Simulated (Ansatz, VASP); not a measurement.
# BeS in VASP and in Ansatz

```
Be S
1.0
     0.00000    2.38682    2.38682
     2.38682    0.00000    2.38682
     2.38682    2.38682    0.00000
Be S
1 1
Cartesian
  0.0000 0.0000 0.0000
  2.3868 2.3868 2.3868
```

Change from the starting cell: hydrostatic strain +3.0%.

Alike in both runs: task single point; functional HSE06; k mesh 6 × 6 × 6; no spin polarisation.

```csv
,VASP,Ansatz
version,VASP 6.6.1,Ansatz 0.2.0
potentials or method,"VASP PAW PBE potentials, release 64 (Be, S)","plane waves, PAW"
plane-wave cutoff (eV),520,420
occupations,"gaussian, width 0.01 eV",fixed
valence electrons in the cell,8,8
```

```tsv
	VASP	Ansatz	Ansatz less VASP
gap on the k mesh at the Fermi level (eV)	1.67	1.68	+0.009
pressure (GPa)	-10.0	-9.9	+0.18
```

Ansatz's warnings: stress exchange threshold loose, stress scf threshold loose.
